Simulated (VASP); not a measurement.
# Pt (P-1) in VASP: settings compared

Pt is run at these levels: r2SCAN, LDA, HF; tasks: single point.

Everything below comes from runs of VASP 6.6.1. Logs are shortened: lines on timing, memory, paths and dates and some standing lists are left out, and cuts for length are marked.

## 1. The cell of the first run

The typed cell holds 1 atom: a = 2.743 Å, b = 2.761 Å, c = 2.721 Å, α = 109.34°, β = 109.59°, γ = 109.30°.

## 2. Single point, r2SCAN

File POSCAR:

```
Pt
1.0
   -1.5821724000      1.5849819900      1.5846552900
    1.6029151900     -1.5797795700      1.6001956600
    1.5674823500      1.5650895200     -1.5794528700
Pt
1
Direct
    0.0000000000      0.0000000000      0.0000000000
```

File INCAR.step1:

```
  ALGO = Normal
  EDIFF = 1E-4
  ENCUT = 520
  GGA = PE
  ISMEAR = -1
  LASPH = True
  LCHARG = False
  LREAL = False
  LWAVE = True
  NBANDS = 11
  NELM = 100
  PREC = Accurate
  SIGMA = 0.1
```

File INCAR.step2:

```
  ALGO = Normal
  EDIFF = 1E-6
  ENCUT = 520
  ISIF = 2
  ISMEAR = -1
  ISTART = 1
  LASPH = True
  LCHARG = False
  LMIXTAU = True
  LREAL = False
  LWAVE = False
  METAGGA = R2SCAN
  NBANDS = 11
  NELM = 100
  PREC = Accurate
  SIGMA = 0.1
```

File KPOINTS:

```
k-points
0
Gamma
  9 8 9
```

Potentials or basis: VASP PAW PBE potentials, release 64 (Pt).

The run is started by

```bash
cat potpaw_PBE.64/Pt/POTCAR > POTCAR
cp INCAR.step1 INCAR
mpirun -np 1 vasp_std > vasp.out
cp INCAR.step2 INCAR
mpirun -np 1 vasp_std > vasp.out
```

OUTCAR:

```text
EDIFF = 1E-6
   ENCUT = 520
   ISIF = 2
   ISMEAR = -1
   ISTART = 1
   LASPH = True
   LREAL = False
   METAGGA = R2SCAN
   NELM = 100
   PREC = Accurate

 ion  position               nearest neighbor table
   1  0.000  0.000  0.000-

  LATTYP: Found a triclinic cell.
 ALAT       =     7.0502409581
 B/A-ratio  =     0.6343495643
 C/A-ratio  =     0.3891298857
 COS(alpha) =     0.0001609558
 COS(beta)  =     0.2598621991
 COS(gamma) =     0.9480271513

  Lattice vectors:

 A1 = (  -0.0501228900,   6.2949406000,  -3.1744461100)
 A2 = (  -0.0354328400,   3.1448690900,  -3.1796485300)
 A3 = (  -1.5821724000,   1.5849819900,   1.5846552900)

Analysis of symmetry for initial positions (statically):
=====================================================================
 Subroutine PRICEL returns:
 Original cell was already a primitive cell.

 Routine SETGRP: Setting up the symmetry group for a
 triclinic supercell.

 Subroutine GETGRP returns: Found  2 space group operations
 (whereof  2 operations were pure point group operations)
 out of a pool of  2 trial point group operations.

The static configuration has the point symmetry S_2 .

Analysis of symmetry for dynamics (positions and initial velocities):
=====================================================================
 Subroutine PRICEL returns:
 Original cell was already a primitive cell.

 Routine SETGRP: Setting up the symmetry group for a
 triclinic supercell.

 Subroutine GETGRP returns: Found  2 space group operations
 (whereof  2 operations were pure point group operations)
 out of a pool of  2 trial point group operations.

The dynamic configuration has the point symmetry S_2 .

 Subroutine INISYM returns: Found  2 space group operations
 (whereof  2 operations are pure point group operations),
 and found     1 'primitive' translations

----------------------------------------------------------------------------------------

                                     Primitive cell

  volume of cell :      15.9025

  direct lattice vectors                    reciprocal lattice vectors
    -1.582172400  1.584981990  1.584655290    -0.000582431  0.316932687  0.313472524
     1.602915190 -1.579779570  1.600195660     0.313381304  0.000946240  0.311943852
     1.567482350  1.565089520 -1.579452870     0.316912558  0.318935271 -0.002585014

  length of vectors
     2.743459458  2.761460980  2.720510520     0.445770895  0.442173839  0.449622018

  position of ions in fractional coordinates (direct lattice)
     0.000000000  0.000000000  0.000000000

  ion indices of the primitive-cell ions
   primitive index   ion index
                 1           1

----------------------------------------------------------------------------------------

 KPOINTS: k-points

Automatic generation of k-mesh.
 Grid dimensions read from file:
 generate k-points for:    9    8    9

 Generating k-lattice:

  Cartesian coordinates                     Fractional coordinates (reciprocal lattice)
    -0.000064715  0.035214743  0.034830280     0.111111111  0.000000000 -0.000000000
     0.039172663  0.000118280  0.038992982     0.000000000  0.125000000  0.000000000
     0.035212506  0.035437252 -0.000287224     0.000000000 -0.000000000  0.111111111

  Length of vectors
     0.049530099  0.055271730  0.049958002

  Shift w.r.t. Gamma in fractional coordinates (k-lattice)
     0.000000000  0.000000000  0.000000000

 Subroutine IBZKPT returns following result:
 ===========================================

 Found    325 irreducible k-points:

 Following reciprocal coordinates:
            Coordinates               Weight
  0.000000  0.000000  0.000000      1.000000
  0.111111  0.000000 -0.000000      2.000000
  0.222222  0.000000 -0.000000      2.000000
  0.333333  0.000000  0.000000      2.000000
  0.444444  0.000000 -0.000000      2.000000
  0.000000  0.125000 -0.000000      2.000000
[... 16 lines left out ...]
 -0.111111  0.250000  0.000000      2.000000
  0.000000  0.375000 -0.000000      2.000000
 [... further k-points ...]
   k-points           NKPTS =    325   k-points in BZ     NKDIM =    325   number of bands    NBANDS=     11
   number of dos      NEDOS =    301   number of ions     NIONS =      1
   total plane-waves  NPLWV =   9600
   dimension x,y,z NGX =    20 NGY =   24 NGZ =   20
   dimension x,y,z NGXF=    40 NGYF=   48 NGZF=   40
   ions per type =               1
   NGX,Y,Z   is equivalent  to a cutoff of  12.12, 14.45, 12.22 a.u.
   NGXF,Y,Z  is equivalent  to a cutoff of  24.24, 28.90, 24.44 a.u.
 SYSTEM =  unknown system
   PREC   = accura    normal or accurate (medium, high low for compatibility)
   ISTART =      1    job   : 0-new  1-cont  2-samecut
   ICHARG =      0    charge: 1-file 2-atom 10-const
   ISPIN  =      1    spin polarized calculation?
   LNONCOLLINEAR =      F non collinear calculations
   LSORBIT =      F    spin-orbit coupling
   LASPH  =      T    aspherical Exc in radial PAW
   ENCUT  =  520.0 eV  38.22 Ry    6.18 a.u.   5.10  5.13  5.06*2*pi/ulx,y,z
   NELM   =    100;   NELMIN=  2; NELMDL=  0     # of ELM steps
   EDIFF  = 0.1E-05   stopping-criterion for ELM
   LREAL  =      F    real-space projection
   EDIFFG = 0.1E-04   stopping-criterion for IOM
   NSW    =      0    number of steps for IOM
   IBRION =     -1    ionic relax: 0-MD 1-quasi-New 2-CG
   NFREE  =      0    steps in history (QN), initial steepest desc. (CG)
   ISIF   =      2    stress and relaxation
   ISYM   =      2    0-nonsym 1-usesym 2-fastsym
   POTIM  = 0.5000    time-step for ionic-motion
   TEBEG  =    0.0;   TEEND  =   0.0 temperature during run
   PSTRESS=    0.0 pullay stress
   NELECT =      10.0000    total number of electrons
   NUPDOWN=      -1.0000    fix difference up-down
   EMIN   =  10.00;   EMAX   =-10.00  energy-range for DOS
   EFERMI =   0.00;   METHOD = LEGACY
   ISMEAR =    -1;   SIGMA  =   0.10  broadening in eV -4-tet -1-fermi 0-gaus
   EFERMI_NEDOS =   21; number of points for ismear=-14 and -15
   IALGO  =     38    algorithm
   IMIX   =      4    mixing-type and parameters
     AMIX     =   0.40;   BMIX     =  1.00
     AMIX_MAG =   1.60;   BMIX_MAG =  1.00
  volume/ion in A,a.u.               =      15.90       107.32
  Fermi-wavevector in a.u.,A,eV,Ry     =   1.402556  2.650446 26.764870  1.967162
  Thomas-Fermi vector in A             =   2.525306
   LORBIT       =      0    0 simple, 1 ext, 2 COOP (PROOUT), +10 PAW based schemes
   METAGGA = R2SCAN    functional components
   LHFCALC =     F    Hartree Fock is set to
   AEXX    =    0.0000 exact exchange contribution
   IVDW    =     0    specifies the selected vdW correction
   LEPSILON=     F    determine dielectric tensor
   LRPA    =     F    only Hartree local field effects (RPA)
 non-spin polarized calculation
  energy-cutoff  :      520.00
  volume of cell :       15.90
 maximum number of plane-waves:       439
   NGX = 11   NGY = 11   NGZ = 11

 number of electron       9.9999999 magnetization

 Free energy of the ion-electron system (eV)
  ---------------------------------------------------
  ext. energy  EPLUGINS =         0.00000000
  ---------------------------------------------------
  free energy    TOTEN  =       -51.40763172 eV

  energy without entropy =      -51.37180475  energy(sigma->0) =      -51.38971824

 E-fermi :   9.7981     XC(G=0): -14.2293

 val. band max:        9.7943824305   @ k =  -0.4444   0.0000   0.4444
 cond. band min:       9.8277536989   @ k =  -0.3333   0.3750  -0.0000
 fundamental gap:      0.0333712684
 Fermi energy:         9.7980591430

 k-point     1 :       0.0000    0.0000    0.0000
  band No.  band energies     occupation
      1       0.1791      2.00000
      2       6.1433      2.00000
      3       6.2750      2.00000
      4       6.3928      2.00000
      5       8.7014      1.99997
      6       8.7990      1.99991
      7      27.7291      0.00000
      8      27.9756      0.00000
      9      28.1056      0.00000
     10      38.0176      0.00000
     11      38.2111      0.00000

 k-point     2 :       0.1111    0.0000   -0.0000
  band No.  band energies     occupation
      1       0.6875      2.00000
      2       6.0108      2.00000
      3       6.3032      2.00000
      4       6.7062      2.00000
      5       8.5335      1.99999
      6       8.7711      1.99993
      7      28.0265      0.00000
      8      28.1737      0.00000
      9      28.6769      0.00000
     10      34.5320      0.00000
     11      34.8394      0.00000

 k-point     3 :       0.2222    0.0000   -0.0000
  band No.  band energies     occupation
      1       1.9854      2.00000
      2       5.5892      2.00000
      3       6.2727      2.00000
      4       7.8427      2.00000
      5       8.3355      2.00000
      6       8.8335      1.99987
      7      26.0435      0.00000
      8      27.2512      0.00000
      9      30.6563      0.00000
     10      33.1935      0.00000
     11      33.2724      0.00000

 k-point     4 :       0.3333    0.0000    0.0000
  band No.  band energies     occupation
      1       3.0325      2.00000
      2       5.1219      2.00000
      3       7.1633      2.00000
      4       8.5245      1.99999
      5       8.9504      1.99958
      6       9.4219      1.95457
      7      21.3638      0.00000
      8      25.3291      0.00000
      9      29.3807      0.00000
     10      33.3196      0.00000
     11      34.3062      0.00000

 k-point     5 :       0.4444    0.0000   -0.0000
  band No.  band energies     occupation
      1       3.1456      2.00000
      2       4.8350      2.00000
      3       8.5183      1.99999
      4       9.0660      1.99868
      5       9.7273      1.33960
      6      10.7125      0.00021
      7      17.1939      0.00000
      8      24.0640      0.00000
      9      26.8144      0.00000
     10      35.0489      0.00000
     11      35.4628      0.00000
[... 211 lines left out ...]
 k-point    21 :      -0.3333    0.2500    0.0000
  band No.  band energies     occupation
      1       2.9637      2.00000
      2       5.2810      2.00000
      3       6.3066      2.00000
      4       8.3807      2.00000
      5       9.0137      1.99922
      6       9.1795      1.99589
      7      23.1159      0.00000
      8      25.9554      0.00000
      9      29.2098      0.00000
     10      31.8035      0.00000
     11      35.1905      0.00000

 k-point    22 :      -0.2222    0.2500    0.0000
  band No.  band energies     occupation
      1       2.1792      2.00000
      2       5.4812      2.00000
      3       6.2547      2.00000
      4       8.0678      2.00000
      5       8.4030      2.00000
      6       8.8611      1.99983
      7      25.4974      0.00000
      8      27.0375      0.00000
      9      30.8044      0.00000
     10      31.9933      0.00000
     11      33.8640      0.00000

 k-point    23 :      -0.1111    0.2500    0.0000
  band No.  band energies     occupation
      1       1.9324      2.00000
      2       5.7241      2.00000
      3       5.9324      2.00000
      4       7.9554      2.00000
      5       8.2575      2.00000
      6       8.9300      1.99966
      7      26.7352      0.00000
      8      27.3123      0.00000
      9      29.7716      0.00000
     10      31.0194      0.00000
     11      34.0293      0.00000

 k-point    24 :       0.0000    0.3750   -0.0000
  band No.  band energies     occupation
      1       3.0976      2.00000
      2       5.0123      2.00000
      3       7.8328      2.00000
      4       8.6736      1.99997
      5       9.0215      1.99915
      6       9.9714      0.30025
      7      19.3832      0.00000
      8      24.8605      0.00000
      9      28.3653      0.00000
     10      34.4034      0.00000
     11      34.8495      0.00000

 [... further k-points ...]

------------------------ aborting loop because EDIFF is reached ----------------------------------------

  FORCE on cell =-STRESS in cart. coord.  units (eV):
  Direction    XX          YY          ZZ          XY          YZ          ZX
  --------------------------------------------------------------------------------------
  -------------------------------------------------------------------------------------
  Total       -0.5865558     -0.5691838     -0.5256914      0.1308254     -0.0586539     -0.0871786
  in kB      -59.0956853    -57.3454501    -52.9635730     13.1806978     -5.9094031     -8.7832695
  external PRESSURE =     -56.4682361 kB  Pullay stress =       0.0000000 kB

 VOLUME and BASIS-vectors are now :
 -----------------------------------------------------------------------------
  energy-cutoff  :      520.00
  volume of cell :       15.90
      direct lattice vectors                 reciprocal lattice vectors
    -1.582172400  1.584981990  1.584655290    -0.000582431  0.316932687  0.313472524
     1.602915190 -1.579779570  1.600195660     0.313381304  0.000946240  0.311943852
     1.567482350  1.565089520 -1.579452870     0.316912558  0.318935271 -0.002585014

 POSITION                                       TOTAL-FORCE (eV/Angst)
 -----------------------------------------------------------------------------------
      0.00000      0.00000      0.00000         0.000000      0.000000      0.000000
 -----------------------------------------------------------------------------------
    total drift:                                0.000000      0.000000     -0.000000

  FREE ENERGIE OF THE ION-ELECTRON SYSTEM (eV)
  ---------------------------------------------------
  free  energy   TOTEN  =       -51.4076317234 eV

  energy  without entropy=      -51.3718047483  energy(sigma->0) =      -51.38971824
```

Wall time 1.9 min (1 thread of Intel Xeon Platinum 8488C (Sapphire Rapids), shared host); peak memory 0.18 GiB.

What came out:

- Free energy: -51.4076 eV
- Pressure: -5.6 GPa
- Band gap on the k mesh: zero (band 5 reaches 10.79 eV, above the bottom of band 6 at 8.73 eV)

Levels at points of the mesh, in eV from the Fermi level:
| k point | band 3 | band 4 | band 5 | band 6 | band 7 | band 8 |
| --- | --- | --- | --- | --- | --- | --- |
| (0.00, 0.00, 0.00) | -3.52 | -3.41 | -1.10 | -1.00 | 17.93 | 18.18 |
| (0.00, 0.50, 0.00) | -1.23 | -0.71 | 0.39 | 1.06 | 6.38 | 14.26 |

Caveat: the PAW data sets were made with another functional, which shifts forces and pressure a little; spin-orbit coupling is left out, which moves the levels of the heavy elements.

[end of part 1 of 2]
